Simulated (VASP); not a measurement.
Wanted: the native input for a VASP 6.6.1 run.

| Property | Result |
| --- | --- |
| Task | single point |
| Functional | r2SCAN |
| Potentials or basis | VASP PAW PBE potentials, release 64 (Tl_d, Br) |
| Cutoff | 550 eV |
| k mesh | 6 × 6 × 6 |
| Occupations | gaussian, width 0.01 eV |
| Spin | no spin polarisation |
| Dipole correction | no |
| Further INCAR settings | ALGO = Normal; EDIFF = 1e-06; NBANDS = 17 |

TlBr:

```
Tl Br
1.0
     3.90691    0.00000    0.00000
     0.00000    3.90691    0.00000
     0.00000    0.00000    3.90691
Tl Br
1 1
Cartesian
  0.0000 0.0000 0.0000
  1.9535 1.9535 1.9535
```

The input as run:

POSCAR

```
TlBr
1.0
    3.9069129257      0.0000000000      0.0000000000
    0.0000000000      3.9069129257      0.0000000000
    0.0000000000      0.0000000000      3.9069129257
Tl Br
1 1
Direct
    0.0000000000      0.0000000000      0.0000000000
    0.5000000000      0.5000000000      0.5000000000
```

INCAR.step1

```
SYSTEM = TlBr
PREC     = Accurate       ! precision mode
ENCUT    = 550            ! plane-wave cutoff, eV
ISMEAR   = 0              ! smearing method
SIGMA    = 0.01           ! smearing width, eV
LREAL    = .False.        ! projectors in reciprocal space
LASPH    = .True.         ! aspherical terms in the spheres
NELM     = 120            ! most SCF steps
NBANDS   = 17             ! bands
GGA      = PE             ! functional
ALGO     = Normal         ! electronic algorithm
EDIFF    = 1E-5           ! SCF threshold, eV
LWAVE    = .True.         ! write WAVECAR
LCHARG   = .False.        ! write CHGCAR
GGA_COMPAT= .False.
```

INCAR.step2

```
SYSTEM = TlBr
PREC     = Accurate       ! precision mode
ENCUT    = 550            ! plane-wave cutoff, eV
EDIFF    = 1E-6           ! SCF threshold, eV
ISMEAR   = 0              ! smearing method
SIGMA    = 0.01           ! smearing width, eV
LREAL    = .False.        ! projectors in reciprocal space
LASPH    = .True.         ! aspherical terms in the spheres
NELM     = 120            ! most SCF steps
ALGO     = Normal         ! electronic algorithm
ISIF     = 2              ! what is computed and relaxed
LWAVE    = .False.        ! write WAVECAR
LCHARG   = .False.        ! write CHGCAR
METAGGA  = R2SCAN         ! meta-GGA
LMIXTAU  = .True.       
NBANDS   = 17             ! bands
ISTART   = 1            
GGA_COMPAT= .False.
```

KPOINTS

```
Automatic mesh
0
Gamma
  6 6 6
  0 0 0
```

Potentials or basis: VASP PAW PBE potentials, release 64 (Tl_d, Br).

The run is started by

```console
$ cat potpaw_PBE.64/Tl_d/POTCAR potpaw_PBE.64/Br/POTCAR > POTCAR
$ cp INCAR.step1 INCAR
$ mpirun -np 1 vasp_std > vasp.out
$ cp INCAR.step2 INCAR
$ mpirun -np 1 vasp_std > vasp.out
```

Results of the run:

```json
{
  "Pressure": "2.0 GPa",
  "Band gap on the k mesh": "2.15 eV, direct"
}
```

Caveat: the PAW data sets were made with another functional, which shifts forces and pressure a little; spin-orbit coupling is left out, which moves the levels of the heavy elements.

Wall time 51 s on 1 thread of Intel(R) Xeon(R) 6975P-C (Granite Rapids) (shared host), peak memory 0.18 GiB.
